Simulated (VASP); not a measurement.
## TaCo3: single point with LDA

Crystal: TaCo3.

```
CELL_PARAMETERS angstrom
3.74198 0.00000 0.00000
0.00000 3.74198 0.00000
0.00000 0.00000 3.74198
ATOMIC_POSITIONS crystal
Ta 0.00000 0.00000 0.00000
Co 0.00000 0.50000 0.50000
Co 0.50000 0.00000 0.50000
Co 0.50000 0.50000 0.00000
```

This cell differs from its parent crystal: volume scaled by 1.06.

```
Program                : VASP 6.6.1
Task                   : single point
Functional             : LDA
Potentials or basis    : VASP PAW LDA potentials, release 64 (Ta_pv, Co)
Cutoff                 : 520 eV
k mesh                 : 9 × 9 × 9
Occupations            : fermi-dirac, width 0.08 eV
Spin                   : collinear spin, ferromagnetic start
Starting moments       : [0.0, 2.0, 2.0, 2.0] μB
Dipole correction      : no
Further INCAR settings : ALGO = Normal; EDIFF = 1e-06; NBANDS = 31
```

The pressure is -31.4 GPa. The band gap on the k mesh is zero (filled and empty bands overlap). The net moment is 0.00 μB per cell. The valence electrons inside the program's atomic spheres are Ta 8.80; Co 8.25.

Levels at points of the mesh, in eV from the Fermi level:
Spin up:
```csv
k point,band 15,band 16,band 17,band 18,band 19,band 20,band 21,band 22,band 23,band 24
"(0.00, 0.00, 0.00)",-0.19,0.18,0.42,0.42,0.42,2.31,2.31,2.90,2.90,2.90
```
Spin down:
```tsv
k point	band 15	band 16	band 17	band 18	band 19	band 20	band 21	band 22	band 23	band 24
(0.00, 0.00, 0.00)	-0.19	0.18	0.42	0.42	0.42	2.31	2.31	2.90	2.90	2.90
```

Wall time 70 s on 1 thread of Intel(R) Xeon(R) 6975P-C (Granite Rapids) (shared host), peak memory 0.21 GiB.

Caveat: the starting moments collapsed, and a magnetic state may lie lower; spin-orbit coupling is left out, which moves the levels of the heavy elements.
